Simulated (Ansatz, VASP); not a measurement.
# CdS4: VASP beside Ansatz

INCAR

```
PREC     = Accurate       # precision mode
ENCUT    = 600            # plane-wave cutoff, eV
EDIFF    = 1E-7           # SCF threshold, eV
ISMEAR   = 0              # smearing method
SIGMA    = 0.1            # smearing width, eV
LREAL    = False          # projectors in reciprocal space
LASPH    = True           # aspherical terms in the spheres
NELM     = 60             # most SCF steps
ALGO     = Normal         # electronic algorithm
ISIF     = 3              # what is computed and relaxed
LWAVE    = False          # write WAVECAR
LCHARG   = False          # write CHGCAR
GGA      = PE             # functional
IBRION   = 2              # ionic algorithm
NSW      = 100            # ionic steps
EDIFFG   = -0.01          # ionic threshold
```

The input KPOINTS:

```
regular mesh
0
Gamma
  12 12 6
```

The input POSCAR:

```
CdS4
1.0
    3.6650922963      0.0000000000      0.0000000000
   -1.8325461481      3.1740630358      0.0000000000
    0.0000000000      0.0000000000      8.3381816051
Cd S
1 4
Direct
    0.0000000000      0.0000000000      0.0000000000
    0.3333333333      0.6666666667      0.8058759382
    0.3333333333      0.6666666667      0.4164780535
    0.6666666667      0.3333333333      0.1941240618
    0.6666666667      0.3333333333      0.5835219465
```

Input for Ansatz:

```yaml
crystal:
  lattice:
    - [3.6650922963, 0.0, 0.0]
    - [-1.8325461481, 3.1740630358, 0.0]
    - [0.0, 0.0, 8.3381816051]
  atoms:
    - { symbol: Cd, position: [0.0, 0.0, 0.0] }
    - { symbol: S, position: [0.3333333333, 0.6666666667, 0.8058759382] }
    - { symbol: S, position: [0.3333333333, 0.6666666667, 0.4164780535] }
    - { symbol: S, position: [0.6666666667, 0.3333333333, 0.1941240618] }
    - { symbol: S, position: [0.6666666667, 0.3333333333, 0.5835219465] }
basis:
  ecutwfc: 420
kpoints:
  mp_grid: { grid: [12, 12, 6] }
hamiltonian:
  xc: pbe
scf:
  occupations: { method: gaussian, width: 0.1 }
output:
  forces: true
  stress: true
  eigenvalues: true
  write_density: true
  write_potential: true
  elf: true
  volumetric_format: npy
relax:
  adjacent_minimum: "off"
  f_tol: 0.01
  max_steps: 80
  cell: { stress_tol: 0.05 }
```

Change from the starting cell: species swapped into the Co4H type (P-3m1, No. 164).

Alike in both runs: task relaxation of cell and atoms; functional PBE; k mesh 12 × 12 × 6; occupations gaussian, width 0.1 eV; no spin polarisation.

```csv
,VASP,Ansatz
version,VASP 6.6.1,Ansatz 0.2.0
potentials or method,"VASP PAW PBE potentials, release 64 (Cd, S), cutoff 600 eV","scalar-relativistic, plane waves, PAW"
valence electrons in the cell,36,44
```

```csv
,VASP,Ansatz,Ansatz less VASP
"gap on the k mesh at the Fermi level, each at its own relaxed structure (eV)",none,none,-
relaxed volume (Å³/atom),19.38,19.35,-0.027
relaxed cell length with the largest relative difference (Å),3.654,3.652,-0.0027
```

A gap of «none» marks a metal or a gap that the smearing closes. VASP's potentials hold 36 valence electrons a cell and Ansatz's 44, so a difference there can come from the potentials and not from the codes.
